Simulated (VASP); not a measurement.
# H15NO6 in VASP: notebook

Runs on H15NO6. Level: PBE+D3(BJ). Tasks: single point.

Everything below comes from runs of VASP 6.6.1. Logs are shortened: lines on timing, memory, paths and dates and some standing lists are left out, and cuts for length are marked.

## (1) The cell of the first run

The cell holds an amorphous packing of atoms, 22 atoms: a = 6.028 Å, b = 6.028 Å, c = 6.028 Å, α = 90.00°, β = 90.00°, γ = 90.00°.

## (2) Single point, PBE+D3(BJ)

Input file INCAR:

```
SYSTEM = H15NO6
ALGO     = Normal         ! electronic algorithm
EDIFF    = 1E-6           ! SCF threshold, eV
ENCUT    = 520            ! plane-wave cutoff, eV
GGA      = PE             ! functional
ISIF     = 2              ! what is computed and relaxed
ISMEAR   = -1             ! smearing method
IVDW     = 12             ! dispersion correction
LASPH    = .True.         ! aspherical terms in the spheres
LCHARG   = .True.         ! write CHGCAR
LELF     = .True.         ! ELF
LREAL    = Auto         
LVHAR    = .True.       
LWAVE    = .False.        ! write WAVECAR
NBANDS   = 45             ! bands
NELM     = 80             ! most SCF steps
PREC     = Accurate       ! precision mode
SIGMA    = 0.05           ! smearing width, eV
```

Input file KPOINTS:

```
k-points
0
Gamma
  1 1 1
  0 0 0
```

Input file POSCAR:

```
H15NO6
1.0
    6.0276500000      0.0000000000      0.0000000000
    0.0000000000      6.0276500000      0.0000000000
    0.0000000000      0.0000000000      6.0276500000
O H N
6 15 1
Direct
    0.2225840811      0.9279405796      0.3283970501
    0.1338646662      0.4122120992      0.8896868054
    0.3412178042      0.7682615880      0.7407957216
    0.5248729913      0.4911603879      0.2941603096
    0.7211059269      0.2167626356     -0.0038644262
    0.8703460473      0.7979385247      0.1069322720
    0.2803466462      1.0627884682      0.2627716936
    0.0935111324      0.8824266883      0.2336054372
    0.2235409376      0.5413043862      0.8325743747
    0.1931618908      0.2865079894      0.8084340109
    0.5019431455      0.7961497040      0.7187723978
    0.2827443002      0.8163571779      0.5958867098
    0.6466572109      0.5987361062      0.3013585587
    0.3983375269      0.5853137435      0.2559262306
    0.6347984956      0.3152458310      0.0962705712
    0.8579338097      0.3002014451     -0.0347939745
    0.8039584036      0.9395643210      0.0534837452
    0.9104185708      0.7126583621     -0.0238349067
    0.6887631510      0.1053720392      0.6887798673
    0.9009611064     -0.0284087636      0.5825779997
    0.6806336225      0.0054842206      0.4327601928
    0.7310427331     -0.0288569340      0.5914719594
```

Potentials or basis: VASP PAW PBE potentials, release 64 (O, H, N).

Started as:

```bash
> cat potpaw_PBE.64/O/POTCAR potpaw_PBE.64/H/POTCAR potpaw_PBE.64/N/POTCAR > POTCAR
> mpirun -np 1 vasp_gam > vasp.out
```

OUTCAR:

```text
SYSTEM = H15NO6
   EDIFF = 1E-6
   ENCUT = 520
   GGA = PE
   ISIF = 2
   ISMEAR = -1
   IVDW = 12
   LASPH = .True.
   LREAL = Auto
   NELM = 80
   PREC = Accurate
 IVDW          = 12

 ion  position               nearest neighbor table
   1  0.223  0.928  0.328-   7 0.97   8 1.00
   2  0.134  0.412  0.890-  10 0.97   9 1.01
   3  0.341  0.768  0.741-  12 0.99  11 0.99
   4  0.525  0.491  0.294-  14 0.98  13 0.98
   5  0.721  0.217  0.996-  16 0.98  15 0.99
   6  0.870  0.798  0.107-  18 0.97  17 1.00
   7  0.280  0.063  0.263-   1 0.97
   8  0.094  0.882  0.234-   1 1.00
   9  0.224  0.541  0.833-   2 1.01
  10  0.193  0.287  0.808-   2 0.97
  11  0.502  0.796  0.719-   3 0.99
  12  0.283  0.816  0.596-   3 0.99
  13  0.647  0.599  0.301-   4 0.98
  14  0.398  0.585  0.256-   4 0.98
  15  0.635  0.315  0.096-   5 0.99
  16  0.858  0.300  0.965-   5 0.98
  17  0.804  0.940  0.053-   6 1.00
  18  0.910  0.713  0.976-   6 0.97
  19  0.689  0.105  0.689-  22 1.03
  20  0.901  0.972  0.583-  22 1.03
  21  0.681  0.005  0.433-  22 1.02
  22  0.731  0.971  0.591-  21 1.02  20 1.03  19 1.03

  LATTYP: Found a simple cubic cell.
 ALAT       =     6.0276500000

  Lattice vectors:

 A1 = (   6.0276500000,   0.0000000000,   0.0000000000)
 A2 = (   0.0000000000,   6.0276500000,   0.0000000000)
 A3 = (   0.0000000000,   0.0000000000,   6.0276500000)

Analysis of symmetry for initial positions (statically):
=====================================================================
 Subroutine PRICEL returns:
 Original cell was already a primitive cell.

 Routine SETGRP: Setting up the symmetry group for a
 simple cubic supercell.

 Subroutine GETGRP returns: Found  1 space group operations
 (whereof  1 operations were pure point group operations)
 out of a pool of 48 trial point group operations.

The static configuration has the point symmetry C_1 .

Analysis of symmetry for dynamics (positions and initial velocities):
=====================================================================
 Subroutine PRICEL returns:
 Original cell was already a primitive cell.

 Routine SETGRP: Setting up the symmetry group for a
 simple cubic supercell.

 Subroutine GETGRP returns: Found  1 space group operations
 (whereof  1 operations were pure point group operations)
 out of a pool of 48 trial point group operations.

The dynamic configuration has the point symmetry C_1 .

 Subroutine INISYM returns: Found  1 space group operations
 (whereof  1 operations are pure point group operations),
 and found     1 'primitive' translations

----------------------------------------------------------------------------------------

                                     Primitive cell

  volume of cell :     219.0000

  direct lattice vectors                    reciprocal lattice vectors
     6.027650000  0.000000000  0.000000000     0.165902134  0.000000000  0.000000000
     0.000000000  6.027650000  0.000000000     0.000000000  0.165902134  0.000000000
     0.000000000  0.000000000  6.027650000     0.000000000  0.000000000  0.165902134

  length of vectors
     6.027650000  6.027650000  6.027650000     0.165902134  0.165902134  0.165902134

  position of ions in fractional coordinates (direct lattice)
     0.222584081  0.927940580  0.328397050
     0.133864666  0.412212099  0.889686805
     0.341217804  0.768261588  0.740795722
     0.524872991  0.491160388  0.294160310
     0.721105927  0.216762636  0.996135574
     0.870346047  0.797938525  0.106932272
[... 14 lines left out ...]
     0.680633622  0.005484221  0.432760193
     0.731042733  0.971143066  0.591471959

  ion indices of the primitive-cell ions
   primitive index   ion index
                 1           1
                 2           2
                 3           3
                 4           4
                 5           5
                 6           6
[... 14 lines left out ...]
                21          21
                22          22

----------------------------------------------------------------------------------------

 KPOINTS: k-points

Automatic generation of k-mesh.
 Grid dimensions read from file:
 generate k-points for:    1    1    1

 Generating k-lattice:

  Cartesian coordinates                     Fractional coordinates (reciprocal lattice)
     0.165902134  0.000000000  0.000000000     1.000000000  0.000000000  0.000000000
     0.000000000  0.165902134  0.000000000     0.000000000  1.000000000  0.000000000
     0.000000000  0.000000000  0.165902134     0.000000000  0.000000000  1.000000000

  Length of vectors
     0.165902134  0.165902134  0.165902134

  Shift w.r.t. Gamma in fractional coordinates (k-lattice)
     0.000000000  0.000000000  0.000000000

 Subroutine IBZKPT returns following result:
 ===========================================

 Found      1 irreducible k-points:

 Following reciprocal coordinates:
            Coordinates               Weight
  0.000000  0.000000  0.000000      1.000000
   k-points           NKPTS =      1   k-points in BZ     NKDIM =      1   number of bands    NBANDS=     45
   number of dos      NEDOS =    301   number of ions     NIONS =     22
   total plane-waves  NPLWV = 110592
   dimension x,y,z NGX =    48 NGY =   48 NGZ =   48
   dimension x,y,z NGXF=    96 NGYF=   96 NGZF=   96
   ions per type =               6  15   1
   NGX,Y,Z   is equivalent  to a cutoff of  13.24, 13.24, 13.24 a.u.
   NGXF,Y,Z  is equivalent  to a cutoff of  26.48, 26.48, 26.48 a.u.
 SYSTEM =  H15NO6
   PREC   = accura    normal or accurate (medium, high low for compatibility)
   ISTART =      0    job   : 0-new  1-cont  2-samecut
   ICHARG =      2    charge: 1-file 2-atom 10-const
   ISPIN  =      1    spin polarized calculation?
   LNONCOLLINEAR =      F non collinear calculations
   LSORBIT =      F    spin-orbit coupling
   LASPH  =      T    aspherical Exc in radial PAW
   ENCUT  =  520.0 eV  38.22 Ry    6.18 a.u.  11.21 11.21 11.21*2*pi/ulx,y,z
   NELM   =     80;   NELMIN=  2; NELMDL= -5     # of ELM steps
   EDIFF  = 0.1E-05   stopping-criterion for ELM
   LREAL  =      T    real-space projection
   EDIFFG = 0.1E-04   stopping-criterion for IOM
   NSW    =      0    number of steps for IOM
   IBRION =     -1    ionic relax: 0-MD 1-quasi-New 2-CG
   NFREE  =      0    steps in history (QN), initial steepest desc. (CG)
   ISIF   =      2    stress and relaxation
   ISYM   =      2    0-nonsym 1-usesym 2-fastsym
   POTIM  = 0.5000    time-step for ionic-motion
   TEBEG  =    0.0;   TEEND  =   0.0 temperature during run
   PSTRESS=    0.0 pullay stress
   NELECT =      56.0000    total number of electrons
   NUPDOWN=      -1.0000    fix difference up-down
   EMIN   =  10.00;   EMAX   =-10.00  energy-range for DOS
   EFERMI =   0.00;   METHOD = LEGACY
   ISMEAR =    -1;   SIGMA  =   0.05  broadening in eV -4-tet -1-fermi 0-gaus
   EFERMI_NEDOS =   21; number of points for ismear=-14 and -15
   IALGO  =     38    algorithm
   IMIX   =      4    mixing-type and parameters
     AMIX     =   0.40;   BMIX     =  1.00
     AMIX_MAG =   1.60;   BMIX_MAG =  1.00
  volume/ion in A,a.u.               =       9.95        67.18
  Fermi-wavevector in a.u.,A,eV,Ry     =   1.039097  1.963609 14.690521  1.079723
  Thomas-Fermi vector in A             =   2.173612
   LORBIT       =      0    0 simple, 1 ext, 2 COOP (PROOUT), +10 PAW based schemes
   GGA     = PE    functional components
   LHFCALC =     F    Hartree Fock is set to
   AEXX    =    0.0000 exact exchange contribution
   IVDW    =    12    specifies the selected vdW correction
   LEPSILON=     F    determine dielectric tensor
   LRPA    =     F    only Hartree local field effects (RPA)
 non-spin polarized calculation
  energy-cutoff  :      520.00
  volume of cell :      219.00
 maximum number of plane-waves:      2944
 NGX is ok and might be reduce to    48
   NGX = 23   NGY = 23   NGZ = 23

 number of electron      55.9999998 magnetization

 Free energy of the ion-electron system (eV)
  ---------------------------------------------------
  ext. energy  EPLUGINS =         0.00000000
  ---------------------------------------------------
  free energy    TOTEN  =      -107.51343420 eV

  energy without entropy =     -107.51343420  energy(sigma->0) =     -107.51343420

 E-fermi :  -2.1076     XC(G=0):  -6.7623

 val. band max:       -3.3799570218   @ k =   0.0000   0.0000   0.0000
 cond. band min:       0.9848138856   @ k =   0.0000   0.0000   0.0000
 fundamental gap:      4.3647709074
 Fermi energy:        -2.1075952526

 k-point     1 :       0.0000    0.0000    0.0000
  band No.  band energies     occupation
      1     -22.6788      2.00000
      2     -22.2240      2.00000
      3     -22.0168      2.00000
      4     -21.9769      2.00000
      5     -21.6660      2.00000
      6     -21.4122      2.00000
[... 32 lines left out ...]
     39       7.5467      0.00000
     40       7.8820      0.00000
 [bands above 40 left out]

------------------------ aborting loop because EDIFF is reached ----------------------------------------

 Edisp (eV)   -0.75285

 E8    (eV) :    -0.1541

  FORCE on cell =-STRESS in cart. coord.  units (eV):
  Direction    XX          YY          ZZ          XY          YZ          ZX
  --------------------------------------------------------------------------------------
  -------------------------------------------------------------------------------------
  Total      -0.12708    -0.84058     0.23355     0.14458     0.76154     0.54668
  in kB      -0.92969    -6.14959     1.70864     1.05774     5.57131     3.99947
  external pressure =       -1.79 kB  Pullay stress =        0.00 kB

 VOLUME and BASIS-vectors are now :
 -----------------------------------------------------------------------------
  energy-cutoff  :      520.00
  volume of cell :      219.00
      direct lattice vectors                 reciprocal lattice vectors
     6.027650000  0.000000000  0.000000000     0.165902134  0.000000000  0.000000000
     0.000000000  6.027650000  0.000000000     0.000000000  0.165902134  0.000000000
     0.000000000  0.000000000  6.027650000     0.000000000  0.000000000  0.165902134

 POSITION                                       TOTAL-FORCE (eV/Angst)
 -----------------------------------------------------------------------------------
      1.34166      5.59330      1.97946        -0.036295     -0.064783      0.036630
      0.80689      2.48467      5.36272        -0.047589      0.007043      0.057377
      2.05674      4.63081      4.46526        -0.134881     -0.052066      0.047424
      3.16375      2.96054      1.77310        -0.011305      0.065973     -0.056097
      4.34657      1.30657      6.00436         0.019351     -0.042230      0.088009
      5.24614      4.80969      0.64455        -0.000746     -0.004998      0.094639
[... 14 lines left out ...]
      4.10262      0.03306      2.60853        -0.018831     -0.030098      0.217813
      4.40647      5.85371      3.56519         0.139856      0.210306     -0.151636
 -----------------------------------------------------------------------------------
    total drift:                               -0.002464      0.003478     -0.011296

  FREE ENERGIE OF THE ION-ELECTRON SYSTEM (eV)
  ---------------------------------------------------
  free  energy   TOTEN  =      -108.2662817707 eV

  energy  without entropy=     -108.2662817707  energy(sigma->0) =     -108.26628177
```

Wall time 16 s (1 thread of Intel Xeon 6975P-C (Granite Rapids), shared host); peak memory 0.31 GiB.

Results:

```
Free energy                : -108.2663 eV
Pressure                   : -0.2 GPa
Largest force              : 0.295 eV/Å
Band gap on the k mesh     : 4.36 eV
Dispersion energy per atom : -0.034 eV
```

Forces on the atoms (eV/Å):
```
O   -0.036 -0.065  0.037
O   -0.048  0.007  0.057
O   -0.135 -0.052  0.047
O   -0.011  0.066 -0.056
O    0.019 -0.042  0.088
O   -0.001 -0.005  0.095
H    0.057  0.125 -0.019
H   -0.009 -0.042  0.042
H    0.019  0.116 -0.019
H    0.030 -0.127 -0.038
H    0.158  0.035  0.007
H   -0.061 -0.007 -0.052
H    0.048 -0.012 -0.027
H   -0.008 -0.053 -0.001
H   -0.110  0.017  0.093
H    0.137  0.057 -0.053
H   -0.090  0.127 -0.017
H    0.030 -0.083 -0.110
H    0.048 -0.209 -0.130
H   -0.160 -0.034 -0.011
H   -0.019 -0.030  0.218
N    0.140  0.210 -0.152
```

Caveat: the k points lie up to 1.04 Å⁻¹ apart.

## (3) Single point, PBE+D3(BJ)

Input file INCAR:

```
  PREC = Accurate
  ENCUT = 520
  EDIFF = 1E-6
  ISMEAR = -1
  SIGMA = 0.05
  LREAL = Auto
  LASPH = True
  NELM = 80
  ALGO = Normal
  ISIF = 2
  LWAVE = False
  LCHARG = False
  GGA = PE
  IVDW = 12
  NBANDS = 45
```

Input file KPOINTS:

```
regular mesh
0
Gamma
  1 1 1
```

Input file POSCAR:

```
H15NO6
1.0
    6.0276500000      0.0000000000      0.0000000000
    0.0000000000      6.0276500000      0.0000000000
    0.0000000000      0.0000000000      6.0276500000
O H N
6 15 1
Direct
    0.2560699443      0.9251034815      0.3392200941
    0.1052980847      0.4328054880      0.8646487437
    0.3680704752      0.7547219895      0.7929292510
    0.5647308653      0.5651788010      0.2276674989
    0.7619221421      0.2321136761     -0.0030857797
    0.9107197664      0.8248654119      0.0697784377
    0.3170057983      1.0709646380      0.2892669614
    0.1848315679      0.8704719086      0.2060504508
    0.1930271333      0.5722794124      0.9031380389
    0.1973405888      0.3313563329      0.7727389613
    0.5213972278      0.7601138089      0.7317943145
    0.2831617629      0.8003948471      0.6653339195
    0.6931722977      0.6648528033      0.1940889070
    0.4448997536      0.6689174056      0.2074606190
    0.6489427886      0.3363831676      0.0433170473
    0.8956890330      0.3408459350     -0.0330311149
    0.8470299370      0.9915804667      0.0844275962
    0.9094920906      0.8073793269     -0.0838469387
    0.7093643460      0.1015321062      0.6789876652
    0.8733420155     -0.0610851659      0.5277015089
    0.6268612146      0.0093568804      0.4330045706
    0.7026784900     -0.0401483165      0.5784343816
```

Potentials or basis: VASP PAW PBE potentials, release 64 (O, H, N).

Started as:

```bash
> cat potpaw_PBE.64/O/POTCAR potpaw_PBE.64/H/POTCAR potpaw_PBE.64/N/POTCAR > POTCAR
> mpirun -np 1 vasp_gam > vasp.out
```

OUTCAR:

```text
PREC = Accurate
   ENCUT = 520
   EDIFF = 1E-6
   ISMEAR = -1
   LREAL = Auto
   LASPH = True
   NELM = 80
   ISIF = 2
   GGA = PE
   IVDW = 12
 IVDW          = 12

 ion  position               nearest neighbor table
   1  0.256  0.925  0.339-   8 0.97   7 1.00
   2  0.105  0.433  0.865-  10 0.99   9 1.02
   3  0.368  0.755  0.793-  12 0.96  11 1.00
[... 279 lines left out ...]
  -------------------------------------------------------------------------------------
  Total       0.64793    -3.67683     1.78132     0.19983     0.30024     1.52124
  in kB       4.74015   -26.89924    13.03192     1.46193     2.19652    11.12918
  external pressure =       -3.04 kB  Pullay stress =        0.00 kB

 VOLUME and BASIS-vectors are now :
 -----------------------------------------------------------------------------
  energy-cutoff  :      520.00
  volume of cell :      219.00
      direct lattice vectors                 reciprocal lattice vectors
     6.027650000  0.000000000  0.000000000     0.165902134  0.000000000  0.000000000
     0.000000000  6.027650000  0.000000000     0.000000000  0.165902134  0.000000000
     0.000000000  0.000000000  6.027650000     0.000000000  0.000000000  0.165902134

 POSITION                                       TOTAL-FORCE (eV/Angst)
 -----------------------------------------------------------------------------------
      1.54350      5.57620      2.04470         0.979913      1.514101      0.144907
      0.63470      2.60880      5.21180         0.482836     -0.002218      0.040717
      2.21860      4.54920      4.77950         0.125023     -0.052574      0.566789
      3.40400      3.40670      1.37230         0.747600     -0.080512     -0.132136
      4.59260      1.39910      6.00905         1.265320      0.395432     -0.422826
      5.48950      4.97200      0.42060        -0.505486      2.244965      2.590996
[... 14 lines left out ...]
      3.77850      0.05640      2.61000         0.136818     -0.288699      0.483224
      4.23550      5.78565      3.48660         2.207147      0.645140     -0.487849
 -----------------------------------------------------------------------------------
    total drift:                                0.003596     -0.004547      0.005546

  FREE ENERGIE OF THE ION-ELECTRON SYSTEM (eV)
  ---------------------------------------------------
  free  energy   TOTEN  =      -107.2021459449 eV

  energy  without entropy=     -107.2021459449  energy(sigma->0) =     -107.20214594
```

It took 15 s on 1 thread of Intel Xeon 6975P-C (Granite Rapids), shared host; peak memory 0.31 GiB.

Results:

```
Free energy                : -107.2021 eV
Pressure                   : -0.3 GPa
Largest force              : 3.465 eV/Å
Band gap on the k mesh     : 4.11 eV
Dispersion energy per atom : -0.035 eV
```

Forces on the atoms (eV/Å):
```
O    0.980  1.514  0.145
O    0.483 -0.002  0.041
O    0.125 -0.053  0.567
O    0.748 -0.081 -0.132
O    1.265  0.395 -0.423
O   -0.505  2.245  2.591
H   -0.485 -0.949  0.415
H   -1.054 -0.169 -0.567
H    0.165 -1.247 -0.929
H   -0.432  1.020  0.685
H    0.028  0.446 -0.014
H   -0.212  0.199 -0.611
H   -0.041 -0.521  0.006
H   -0.596  0.251  0.163
H   -0.738  0.391  0.713
H   -0.691 -1.360 -0.033
H    0.594 -1.492 -0.435
H   -0.149 -0.493 -2.363
H   -0.122 -0.611 -0.252
H   -1.707  0.160  0.438
H    0.137 -0.289  0.483
N    2.207  0.645 -0.488
```

Levels at points of the mesh, in eV from the valence-band top:
```csv
k point,band 26,band 27,band 28,band 29,band 30,band 31
"(0.00, 0.00, 0.00)",-0.48,-0.24,0.00,4.11,7.58,7.66
```

Caveat: the k points lie up to 1.04 Å⁻¹ apart.
